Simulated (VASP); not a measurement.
# Si2PRh2 (I4/mmm) in VASP: settings compared

Si2PRh2 is run at these levels: PBE, revPBE, PBE+U; tasks: single point.

All numbers are computed with VASP 6.6.1; they aren't measurements. Logs are shortened: lines on timing, memory, paths and dates and some standing lists are left out, and cuts for length are marked.

## Step 1: The cell of the first run

The structure is tetragonal, space group I4/mmm (No. 139). Conventional cell: a = 3.913 Å, b = 3.913 Å, c = 9.604 Å, α = 90.00°, β = 90.00°, γ = 90.00°. Within 3.1 Å of Si (site symmetry 4mm) lie 4 Rh at 2.23 Å and 1 Si at 2.65 Å and 4 P at 3.07 Å. Within 4.0 Å of P (site symmetry 4/mmm) lie 10 Si at 3.07 to 3.48 Å and 8 Rh at 3.10 Å and 4 P at 3.91 Å. Within 3.1 Å of Rh (site symmetry -4m2) lie 4 Si at 2.23 Å and 4 Rh at 2.77 Å and 4 P at 3.10 Å.

## Step 2: Single point, PBE

The input, INCAR:

```
ALGO     = Normal         # electronic algorithm
EDIFF    = 1E-7           # SCF threshold, eV
ENCUT    = 520            # plane-wave cutoff, eV
GGA      = PE             # functional
ISIF     = 2              # what is computed and relaxed
ISMEAR   = 0              # smearing method
LASPH    = T              # aspherical terms in the spheres
LCHARG   = T              # write CHGCAR
LELF     = T              # ELF
LREAL    = F              # projectors in reciprocal space
LVHAR    = T            
LWAVE    = F              # write WAVECAR
NBANDS   = 30             # bands
NELM     = 100            # most SCF steps
PREC     = Accurate       # precision mode
SIGMA    = 0.0164         # smearing width, eV
```

The input, KPOINTS:

```
k-points
0
Gamma
  5 5 5
```

The input, POSCAR:

```
Si2PRh2
1.0
    0.0000000000      3.9130552100      0.0000000000
    3.9130552100      0.0000000000      0.0000000000
    1.9565281100      1.9565281100     -4.8021640900
Si P Rh
2 1 2
Direct
    0.3620000000      0.3620000000      0.2760000000
    0.6380000000      0.6380000000      0.7240000000
    0.0000000000      0.0000000000      0.0000000000
    0.7500000000      0.2500000000      0.5000000000
    0.2500000000      0.7500000000      0.5000000000
```

Potentials or basis: VASP PAW PBE potentials, release 64 (Si, P, Rh_pv).

The run is started by

```console
$ cat potpaw_PBE.64/Si/POTCAR potpaw_PBE.64/P/POTCAR potpaw_PBE.64/Rh_pv/POTCAR > POTCAR
$ mpirun -np 1 vasp_std > vasp.out
```

OUTCAR:

```text
EDIFF = 1E-7
   ENCUT = 520
   GGA = PE
   ISIF = 2
   ISMEAR = 0
   LASPH = T
   LREAL = F
   NELM = 100
   PREC = Accurate

 ion  position               nearest neighbor table
   1  0.362  0.362  0.276-   5 2.23   4 2.23   4 2.23   5 2.23   2 2.65
   2  0.638  0.638  0.724-   5 2.23   4 2.23   4 2.23   5 2.23   1 2.65
   3  0.000  0.000  0.000-   4 3.10   5 3.10   4 3.10   5 3.10   4 3.10   5 3.10   4 3.10   5 3.10

   4  0.750  0.250  0.500-   1 2.23   2 2.23   2 2.23   1 2.23   5 2.77   5 2.77   5 2.77   5 2.77
                             3 3.10   3 3.10   3 3.10   3 3.10
   5  0.250  0.750  0.500-   1 2.23   2 2.23   2 2.23   1 2.23   4 2.77   4 2.77   4 2.77   4 2.77
                             3 3.10   3 3.10   3 3.10   3 3.10

  LATTYP: Found a body centered tetragonal cell.
 ALAT       =     3.9130552100
 C/A-ratio  =     2.4544320651

  Lattice vectors:

 A1 = (  -1.9565281100,   1.9565271000,   4.8021640900)
 A2 = (   1.9565271000,  -1.9565281100,   4.8021640900)
 A3 = (   1.9565281100,   1.9565281100,  -4.8021640900)

Analysis of symmetry for initial positions (statically):
=====================================================================
 Subroutine PRICEL returns:
 Original cell was already a primitive cell.

 Routine SETGRP: Setting up the symmetry group for a
 body centered tetragonal supercell.

 Subroutine GETGRP returns: Found 16 space group operations
 (whereof 16 operations were pure point group operations)
 out of a pool of 16 trial point group operations.

The static configuration has the point symmetry D_4h.

Analysis of symmetry for dynamics (positions and initial velocities):
=====================================================================
 Subroutine PRICEL returns:
 Original cell was already a primitive cell.

 Routine SETGRP: Setting up the symmetry group for a
 body centered tetragonal supercell.

 Subroutine GETGRP returns: Found 16 space group operations
 (whereof 16 operations were pure point group operations)
 out of a pool of 16 trial point group operations.

The dynamic configuration has the point symmetry D_4h.

 Subroutine INISYM returns: Found 16 space group operations
 (whereof 16 operations are pure point group operations),
 and found     1 'primitive' translations

[... 91 lines left out ...]
   ENCUT  =  520.0 eV  38.22 Ry    6.18 a.u.   7.28  7.28 10.30*2*pi/ulx,y,z
   NELM   =    100;   NELMIN=  2; NELMDL= -5     # of ELM steps
   EDIFF  = 0.1E-06   stopping-criterion for ELM
   LREAL  =      F    real-space projection
   EDIFFG = 0.1E-05   stopping-criterion for IOM
   NSW    =      0    number of steps for IOM
   IBRION =     -1    ionic relax: 0-MD 1-quasi-New 2-CG
   NFREE  =      0    steps in history (QN), initial steepest desc. (CG)
   ISIF   =      2    stress and relaxation
   ISYM   =      2    0-nonsym 1-usesym 2-fastsym
   POTIM  = 0.5000    time-step for ionic-motion
   TEBEG  =    0.0;   TEEND  =   0.0 temperature during run
   PSTRESS=    0.0 pullay stress
   NELECT =      43.0000    total number of electrons
   NUPDOWN=      -1.0000    fix difference up-down
   EMIN   =  10.00;   EMAX   =-10.00  energy-range for DOS
   EFERMI =   0.00;   METHOD = LEGACY
   ISMEAR =     0;   SIGMA  =   0.02  broadening in eV -4-tet -1-fermi 0-gaus
   EFERMI_NEDOS =   21; number of points for ismear=-14 and -15
   IALGO  =     38    algorithm
   IMIX   =      4    mixing-type and parameters
     AMIX     =   0.40;   BMIX     =  1.00
     AMIX_MAG =   1.60;   BMIX_MAG =  1.00
  volume/ion in A,a.u.               =      14.71        99.24
  Fermi-wavevector in a.u.,A,eV,Ry     =   1.369014  2.587062 25.500043  1.874200
  Thomas-Fermi vector in A             =   2.494927
   LORBIT       =      0    0 simple, 1 ext, 2 COOP (PROOUT), +10 PAW based schemes
   GGA     = PE    functional components
   LHFCALC =     F    Hartree Fock is set to
   AEXX    =    0.0000 exact exchange contribution
   IVDW    =     0    specifies the selected vdW correction
   LEPSILON=     F    determine dielectric tensor
   LRPA    =     F    only Hartree local field effects (RPA)
 non-spin polarized calculation
 Gauss-broadening in eV      SIGMA  =   0.02
  energy-cutoff  :      520.00
  volume of cell :       73.53
 maximum number of plane-waves:      1994
 NGX is ok and might be reduce to    30
   NGX = 15   NGY = 15   NGZ = 21

 number of electron      43.0000013 magnetization

 Free energy of the ion-electron system (eV)
  ---------------------------------------------------
  ext. energy  EPLUGINS =         0.00000000
  ---------------------------------------------------
  free energy    TOTEN  =       -30.34028571 eV

  energy without entropy =      -30.33947892  energy(sigma->0) =      -30.33988231

 E-fermi :   9.9059     XC(G=0): -11.9654

 val. band max:        9.8919796590   @ k =  -0.4000   0.4000   0.0000
 cond. band min:       9.9112989692   @ k =   0.2000   0.0000  -0.0000
 fundamental gap:      0.0193193102
 Fermi energy:         9.9058620083

 k-point     1 :       0.0000    0.0000    0.0000
  band No.  band energies     occupation
      1     -37.1270      2.00000
      2     -37.1270      2.00000
      3     -36.8379      2.00000
      4     -36.8379      2.00000
      5     -36.7284      2.00000
      6     -36.6591      2.00000
[... 583 lines left out ...]
     29      16.2805      0.00000
     30      16.3080      0.00000

------------------------ aborting loop because EDIFF is reached ----------------------------------------

  FORCE on cell =-STRESS in cart. coord.  units (eV):
  Direction    XX          YY          ZZ          XY          YZ          ZX
  --------------------------------------------------------------------------------------
  -------------------------------------------------------------------------------------
  Total       12.7779479     12.7779479      3.7163864      0.0000000     -0.0000004     -0.0000004
  in kB      278.4214865    278.4214865     80.9771511      0.0000000     -0.0000085     -0.0000085
  external PRESSURE =     212.6067080 kB  Pullay stress =       0.0000000 kB

 VOLUME and BASIS-vectors are now :
 -----------------------------------------------------------------------------
  energy-cutoff  :      520.00
  volume of cell :       73.53
      direct lattice vectors                 reciprocal lattice vectors
     0.000000000  3.913055210  0.000000000     0.000000000  0.255554789  0.104119751
     3.913055210  0.000000000  0.000000000     0.255554789  0.000000000  0.104119751
     1.956528110  1.956528110 -4.802164090     0.000000000  0.000000000 -0.208239448

 POSITION                                       TOTAL-FORCE (eV/Angst)
 -----------------------------------------------------------------------------------
      1.95653      1.95653     -1.32540        -0.000000     -0.000000      4.700468
      3.91306      3.91306     -3.47677         0.000000      0.000000     -4.700468
      0.00000      0.00000      0.00000        -0.000000      0.000000      0.000000
      1.95653      3.91306     -2.40108        -0.000000     -0.000000      0.000000
      3.91306      1.95653     -2.40108         0.000000      0.000000      0.000000
 -----------------------------------------------------------------------------------
    total drift:                                0.000000     -0.000000     -0.000000

  FREE ENERGIE OF THE ION-ELECTRON SYSTEM (eV)
  ---------------------------------------------------
  free  energy   TOTEN  =       -30.3402857055 eV

  energy  without entropy=      -30.3394789201  energy(sigma->0) =      -30.33988231
```

stdout:

```text
POSCAR found type information on POSCAR SiP Rh
 POSCAR found :  3 types and       5 ions
 scaLAPACK will be used
 LDA part: xc-table for (Slater+PW92), standard interpolation
 POSCAR, INCAR and KPOINTS ok, starting setup
 FFT: planning ... GRIDC
 FFT: planning ... GRID_SOFT
 FFT: planning ... GRID
 WAVECAR not read
 entering main loop
```

Wall time 26 s (1 thread of Intel Xeon 6975P-C (Granite Rapids), shared host); peak memory 0.19 GiB.

Results:

* Free energy: -30.3403 eV
* Pressure: 21.3 GPa
* Largest force: 4.700 eV/Å
* Band gap on the k mesh: zero (an odd number of electrons rules out a gap without spin polarisation)

Forces on the atoms (eV/Å):
```
Si   0.000  0.000  4.700
Si   0.000  0.000 -4.700
P    0.000  0.000  0.000
Rh   0.000  0.000  0.000
Rh   0.000  0.000  0.000
```

Levels at points of the mesh, in eV from the Fermi level:
```tsv
k point	band 17	band 18	band 19	band 20	band 21	band 22	band 23	band 24	band 25	band 26
(0.00, 0.00, 0.00)	-1.89	-1.58	-0.46	-0.06	-0.06	0.18	0.25	0.25	2.67	3.31
```

Caveat: the stress differs along the axes, from 8 to 28 GPa; an odd number of electrons without spin polarisation forces a metal; a magnetic or distorted state may lie lower.

## Step 3: Single point, PBE, non-collinear spin, zero start, spin-orbit coupling

The input, INCAR:

```
PREC = Accurate
ENCUT = 520
EDIFF = 1E-6
ISMEAR = 0
SIGMA = 0.0164
LREAL = False
LASPH = True
NELM = 150
ALGO = Normal
ISIF = 2
LWAVE = False
LCHARG = False
MAGMOM = 0 0 0 0 0 0 0 0 0 0 0 0 0 0 0
LORBIT = 11
LSORBIT = True
GGA_COMPAT = False
LORBMOM = True
LMAXMIX = 4
GGA = PE
NBANDS = 58
```

The input, KPOINTS:

```
regular mesh
0
Gamma
  6 6 6
```

POSCAR is that of step 2.

Potentials or basis: VASP PAW PBE potentials, release 64 (Si, P, Rh_pv).

The run is started by

```console
$ cat potpaw_PBE.64/Si/POTCAR potpaw_PBE.64/P/POTCAR potpaw_PBE.64/Rh_pv/POTCAR > POTCAR
$ mpirun -np 1 vasp_ncl > vasp.out
```

OUTCAR:

```text
PREC = Accurate
   ENCUT = 520
   EDIFF = 1E-6
   ISMEAR = 0
   LREAL = False
   LASPH = True
   NELM = 150
   ISIF = 2
   LORBIT = 11
   LSORBIT = True
   GGA = PE

 ion  position               nearest neighbor table
   1  0.362  0.362  0.276-   5 2.23   4 2.23   4 2.23   5 2.23   2 2.65
   2  0.638  0.638  0.724-   5 2.23   4 2.23   4 2.23   5 2.23   1 2.65
   3  0.000  0.000  0.000-   4 3.10   5 3.10   4 3.10   5 3.10   4 3.10   5 3.10   4 3.10   5 3.10

   4  0.750  0.250  0.500-   1 2.23   2 2.23   2 2.23   1 2.23   5 2.77   5 2.77   5 2.77   5 2.77
                             3 3.10   3 3.10   3 3.10   3 3.10
   5  0.250  0.750  0.500-   1 2.23   2 2.23   2 2.23   1 2.23   4 2.77   4 2.77   4 2.77   4 2.77
                             3 3.10   3 3.10   3 3.10   3 3.10

  LATTYP: Found a body centered tetragonal cell.
 ALAT       =     3.9130552100
 C/A-ratio  =     2.4544320651

  Lattice vectors:

 A1 = (  -1.9565281100,   1.9565271000,   4.8021640900)
 A2 = (   1.9565271000,  -1.9565281100,   4.8021640900)
 A3 = (   1.9565281100,   1.9565281100,  -4.8021640900)

Analysis of symmetry for initial positions (statically):
=====================================================================
 Subroutine PRICEL returns:
 Original cell was already a primitive cell.

 Routine SETGRP: Setting up the symmetry group for a
 body centered tetragonal supercell.

 Subroutine GETGRP returns: Found 16 space group operations
 (whereof 16 operations were pure point group operations)
 out of a pool of 16 trial point group operations.

The static configuration has the point symmetry D_4h.

Analysis of symmetry for dynamics (positions and initial velocities):
=====================================================================
 Subroutine PRICEL returns:
 Original cell was already a primitive cell.

 Routine SETGRP: Setting up the symmetry group for a
 body centered tetragonal supercell.

 Subroutine GETGRP returns: Found 16 space group operations
 (whereof 16 operations were pure point group operations)
 out of a pool of 16 trial point group operations.

The dynamic configuration has the point symmetry D_4h.

Analysis of structural, dynamic, and magnetic symmetry:
=====================================================================
 Subroutine PRICEL returns:
 Original cell was already a primitive cell.

 Routine SETGRP: Setting up the symmetry group for a
 body centered tetragonal supercell.

 Subroutine GETGRP returns: Found 16 space group operations
 (whereof 16 operations were pure point group operations)
 out of a pool of 16 trial point group operations.

The overall configuration has the point symmetry D_4h.

 Subroutine INISYM returns: Found 16 space group operations
 (whereof 16 operations are pure point group operations),
 and found     1 'primitive' translations

----------------------------------------------------------------------------------------

                                     Primitive cell

  volume of cell :      73.5307

  direct lattice vectors                    reciprocal lattice vectors
     0.000000000  3.913055210  0.000000000     0.000000000  0.255554789  0.104119751
     3.913055210  0.000000000  0.000000000     0.255554789  0.000000000  0.104119751
[... 1558 lines left out ...]
  energy-cutoff  :      520.00
  volume of cell :       73.53
      direct lattice vectors                 reciprocal lattice vectors
     0.000000000  3.913055210  0.000000000     0.000000000  0.255554789  0.104119751
     3.913055210  0.000000000  0.000000000     0.255554789  0.000000000  0.104119751
     1.956528110  1.956528110 -4.802164090     0.000000000  0.000000000 -0.208239448

 POSITION                                       TOTAL-FORCE (eV/Angst)
 -----------------------------------------------------------------------------------
      1.95653      1.95653     -1.32540        -0.000000     -0.000000      4.712073
      3.91306      3.91306     -3.47677         0.000000      0.000000     -4.712073
      0.00000      0.00000      0.00000         0.000000      0.000000     -0.000000
      1.95653      3.91306     -2.40108         0.000000      0.000000      0.000000
      3.91306      1.95653     -2.40108        -0.000000     -0.000000     -0.000000
 -----------------------------------------------------------------------------------
    total drift:                                0.000000      0.000000      0.000000

  FREE ENERGIE OF THE ION-ELECTRON SYSTEM (eV)
  ---------------------------------------------------
  free  energy   TOTEN  =       -30.6293419190 eV

  energy  without entropy=      -30.6288877040  energy(sigma->0) =      -30.62911481

 orbital moment (x)

 # of ion     p       d       tot
 ----------------------------------------
  1         0.000   0.000   0.000
  2         0.000   0.000   0.000
  3         0.000   0.000   0.000
  4        -0.000  -0.000  -0.000
  5        -0.000  -0.000  -0.000
 ----------------------------------------
            0.000  -0.000  -0.000

 orbital moment (y)

 # of ion     p       d       tot
 ----------------------------------------
  1        -0.000   0.000  -0.000
  2        -0.000   0.000  -0.000
  3         0.000   0.000   0.000
  4        -0.000   0.000   0.000
  5        -0.000   0.000   0.000
 ----------------------------------------
           -0.000   0.000   0.000

 orbital moment (z)

 # of ion     p       d       tot
 ----------------------------------------
  1         0.000   0.000   0.000
  2         0.000   0.000   0.000
  3         0.000   0.000   0.000
  4         0.000   0.000   0.000
  5         0.000   0.000   0.000
 ----------------------------------------
            0.000   0.000   0.000

 Spin-Orbit-Coupling matrix elements

 Ion:    1  E_soc:     -0.0005713
 l=   1
     0.0000000    -0.0000824    -0.0001208
    -0.0000824     0.0000000    -0.0000824
    -0.0001208    -0.0000824     0.0000000
 l=   2
     0.0000000     0.0000000     0.0000000     0.0000000     0.0000000
     0.0000000     0.0000000     0.0000000     0.0000000     0.0000000
     0.0000000     0.0000000     0.0000000     0.0000000     0.0000000
     0.0000000     0.0000000     0.0000000     0.0000000     0.0000000
     0.0000000     0.0000000     0.0000000     0.0000000     0.0000000
 l=   3
     0.0000000     0.0000000     0.0000000     0.0000000     0.0000000     0.0000000     0.0000000
     0.0000000     0.0000000     0.0000000     0.0000000     0.0000000     0.0000000     0.0000000
     0.0000000     0.0000000     0.0000000     0.0000000     0.0000000     0.0000000     0.0000000
     0.0000000     0.0000000     0.0000000     0.0000000     0.0000000     0.0000000     0.0000000
[... 69 lines left out ...]
 l=   2
     0.0000000    -0.0015487     0.0000000    -0.0015487    -0.0055791
    -0.0015487     0.0000000    -0.0046961    -0.0013827    -0.0013056
     0.0000000    -0.0046961     0.0000000    -0.0046961     0.0000000
    -0.0015487    -0.0013827    -0.0046961     0.0000000    -0.0013056
    -0.0055791    -0.0013056     0.0000000    -0.0013056     0.0000000
 l=   3
     0.0000000     0.0000000     0.0000000     0.0000000     0.0000000     0.0000000     0.0000000
     0.0000000     0.0000000     0.0000000     0.0000000     0.0000000     0.0000000     0.0000000
     0.0000000     0.0000000     0.0000000     0.0000000     0.0000000     0.0000000     0.0000000
     0.0000000     0.0000000     0.0000000     0.0000000     0.0000000     0.0000000     0.0000000
     0.0000000     0.0000000     0.0000000     0.0000000     0.0000000     0.0000000     0.0000000
     0.0000000     0.0000000     0.0000000     0.0000000     0.0000000     0.0000000     0.0000000
     0.0000000     0.0000000     0.0000000     0.0000000     0.0000000     0.0000000     0.0000000

 total charge

# of ion       s       p       d       tot
------------------------------------------
    1        0.792   0.902   0.000   1.694
    2        0.792   0.902   0.000   1.694
    3        1.190   1.098   0.000   2.288
    4        0.439   6.369   7.494  14.302
    5        0.439   6.369   7.494  14.302
--------------------------------------------------
tot          3.651  15.640  14.988  34.279

 magnetization (x)

# of ion       s       p       d       tot
------------------------------------------
    1       -0.000  -0.000   0.000  -0.000
    2       -0.000  -0.000   0.000  -0.000
    3        0.000   0.000   0.000   0.000
    4        0.000  -0.000  -0.000  -0.000
    5        0.000   0.000   0.000   0.000
--------------------------------------------------
tot         -0.000  -0.000  -0.000  -0.000

 magnetization (y)

# of ion       s       p       d       tot
------------------------------------------
    1        0.000   0.000   0.000   0.000
    2        0.000   0.000   0.000   0.000
    3        0.000  -0.000   0.000  -0.000
    4        0.000   0.000   0.000   0.000
    5        0.000  -0.000  -0.000  -0.000
--------------------------------------------------
tot          0.000  -0.000   0.000  -0.000

 magnetization (z)

# of ion       s       p       d       tot
------------------------------------------
    1        0.000   0.000   0.000   0.000
    2        0.000   0.000   0.000   0.000
    3       -0.000  -0.000   0.000  -0.000
    4        0.000   0.000   0.000   0.000
    5        0.000   0.000   0.000   0.000
--------------------------------------------------
tot         -0.000  -0.000   0.000  -0.000
```

Run time: 3.1 min. Hardware: 1 thread of Intel Xeon 6975P-C (Granite Rapids), shared host; peak memory 0.45 GiB.

Results:

```
Free energy                                           : -30.6293 eV
Pressure                                              : 21.5 GPa
Largest force                                         : 4.712 eV/Å
Net moment                                            : 0.00 μB per cell
Valence electrons inside the program's atomic spheres : Si 1.69; P 2.29; Rh 14.30
```

Forces on the atoms (eV/Å):
```
Si   0.000  0.000  4.712
Si   0.000  0.000 -4.712
P    0.000  0.000  0.000
Rh   0.000  0.000  0.000
Rh   0.000  0.000  0.000
```

Moments on the atoms (μB; x, y, z):
```
Si  0.00 0.00 0.00
Si  0.00 0.00 0.00
P   0.00 0.00 0.00
Rh  0.00 0.00 0.00
Rh  0.00 0.00 0.00
```

Caveat: the stress differs along the axes, from 7 to 29 GPa; forces of over 1 eV/Å act on the atoms, so gaps and moduli don't describe the material at rest.

(Continued in part 2 of 2.)

The gap in the log of VASP goes by the Fermi energy; the results here count the filled bands.